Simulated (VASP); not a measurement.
Input of a VASP 6.6.1 run:

The input INCAR:

```
  ALGO = Normal
  EDIFF = 1E-6
  ENCUT = 600
  GGA_COMPAT = F
  ISIF = 2
  ISMEAR = -1
  LASPH = T
  LCHARG = F
  LREAL = F
  LWAVE = F
  NBANDS = 26
  NELM = 120
  PREC = Accurate
  SIGMA = 0.02
```

Contents of KPOINTS:

```
k-points
0
Gamma
  11 11 6
```

Contents of POSCAR:

```
ZnO
1.0
    3.2493987239      0.0000000000      0.0000000000
   -1.6246993619      2.8140618419      0.0000000000
    0.0000000000      0.0000000000      5.3599140000
Zn O
2 2
Direct
    0.3333333333      0.6666666667      0.0000000000
    0.6666666667      0.3333333333      0.5000000000
    0.3333333333      0.6666666667      0.3821000000
    0.6666666667      0.3333333333      0.8821000000
```

Potentials or basis: VASP PAW LDA potentials, release 64 (Zn, O).

Run with:

```bash
$ cat potpaw_LDA.64/Zn/POTCAR potpaw_LDA.64/O/POTCAR > POTCAR
$ mpirun -np 1 vasp_std > vasp.out
```

Question: What does it give for the pressure?

Answer: -9.7 GPa.

Question: What does it give for the band gap on the k mesh?

Answer: 0.66 eV, direct.

Question: What does it give for the largest force?

Answer: 0.193 eV/Å.

Forces on the atoms (eV/Å):
```
Zn   0.000  0.000  0.193
Zn   0.000  0.000  0.193
O    0.000  0.000 -0.193
O    0.000  0.000 -0.193
```

Caveat: the cell differs from its parent crystal (zz strain of +3 %).
